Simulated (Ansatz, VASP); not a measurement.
Te in VASP and in Ansatz

```xyz
3
Lattice="2.1471 1.2396 6.6744 -2.1471 1.2396 6.6744 0.0000 -2.4793 6.6744" Properties=species:S:1:pos:R:3 pbc="T T T"
Te    0.0000    0.0000    0.0000
Te    0.0000    0.0000    4.8693
Te    0.0000    0.0000   15.1539
```

Alike in both runs: task relaxation of cell and atoms; functional PBE; k mesh 12 × 12 × 12; occupations gaussian, width 0.1 eV; no spin polarisation.

|  | VASP | Ansatz |
| --- | --- | --- |
| version | VASP 6.6.1 | Ansatz 0.2.0 |
| potentials or method | VASP PAW PBE potentials, release 64 (Te), cutoff 600 eV | scalar-relativistic, plane waves, PAW |
| valence electrons in the cell | 18 | 48 |

Ansatz gave:

* gap on the k mesh at the Fermi level, each at its own relaxed structure (eV): 0.22
* relaxed volume (Å³/atom): 35.91
* relaxed cell length with the largest relative difference (Å): 7.310

Question: Estimate VASP's values.

Answer: gap on the k mesh at the Fermi level, each at its own relaxed structure (eV): 0.20; relaxed volume (Å³/atom): 35.95; relaxed cell length with the largest relative difference (Å): 7.311.

VASP's potentials hold 18 valence electrons a cell and Ansatz's 48, so a difference there can come from the potentials and not from the codes.

Spin-orbit coupling is off throughout.
